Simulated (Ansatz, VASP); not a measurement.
**HfO2 in VASP and in Ansatz**

Contents of INCAR:

```
SYSTEM = HfO2
ALGO     = Normal         ! electronic algorithm
EDIFF    = 1E-6           ! SCF threshold, eV
EDIFFG   = -0.04          ! ionic threshold
ENCUT    = 600            ! plane-wave cutoff, eV
GGA      = PE             ! functional
IBRION   = 2              ! ionic algorithm
ISIF     = 3              ! what is computed and relaxed
ISMEAR   = 0              ! smearing method
LASPH    = .True.         ! aspherical terms in the spheres
LCHARG   = .False.        ! write CHGCAR
LREAL    = .False.        ! projectors in reciprocal space
LWAVE    = .False.        ! write WAVECAR
NELM     = 60             ! most SCF steps
NSW      = 90             ! ionic steps
PREC     = Accurate       ! precision mode
SIGMA    = 0.1            ! smearing width, eV
```

KPOINTS

```
k-points
0
Gamma
  6 6 6
  0 0 0
```

The input POSCAR:

```
HfO2
1.0
    1.4919847344      0.8613977880      4.5061755668
   -1.4919847344      0.8613977880      4.5061755668
    0.0000000000     -1.7227955761      4.5061755668
Hf O
1 2
Direct
    0.0000000000      0.0000000000      0.0000000000
    0.7500000000      0.7500000000      0.7500000000
    0.2500000000      0.2500000000      0.2500000000
```

Input for Ansatz:

```yaml
crystal:
  lattice:
    - [1.4919847344, 0.861397788, 4.5061755668]
    - [-1.4919847344, 0.861397788, 4.5061755668]
    - [0.0, -1.7227955761, 4.5061755668]
  atoms:
    - { symbol: Hf, position: [0.0, 0.0, 0.0] }
    - { symbol: O, position: [0.75, 0.75, 0.75] }
    - { symbol: O, position: [0.25, 0.25, 0.25] }
basis:
  ecutwfc: 420
kpoints:
  mp_grid: { grid: [6, 6, 6] }
hamiltonian:
  xc: pbe
scf:
  occupations: { method: gaussian, width: 0.1 }
  lower_state_search: "off"
output:
  forces: true
  stress: true
  eigenvalues: true
relax:
  adjacent_minimum: "off"
  f_tol: 0.04
  max_steps: 70
  cell: { stress_tol: 0.4 }
```

Alike in both runs: task relaxation of cell and atoms; functional PBE; k mesh 6 × 6 × 6; occupations gaussian, width 0.1 eV; no spin polarisation.

|  | VASP | Ansatz |
| --- | --- | --- |
| version | VASP 6.6.1 | Ansatz 0.2.0 |
| potentials or method | VASP PAW PBE potentials, release 64 (Hf_pv, O), cutoff 600 eV | scalar-relativistic, plane waves, PAW |
| valence electrons in the cell | 22 | 38 |

|  | VASP | Ansatz | Ansatz less VASP |
| --- | --- | --- | --- |
| gap on the k mesh at the Fermi level, each at its own relaxed structure (eV) | 4.54 | 4.42 | -0.121 |
| relaxed volume (Å³/atom) | 14.00 | 13.96 | -0.032 |
| relaxed length of the cell vector where the two differ most in proportion (Å) | 4.964 | 4.911 | -0.0536 |

VASP's potentials hold 22 valence electrons a cell and Ansatz's 38, so a difference there can come from the potentials and not from the codes.

Neither program's run includes spin-orbit coupling. Noted on VASP's run: the volume moved by over 15 % at a fixed basis, so the end points are rough.
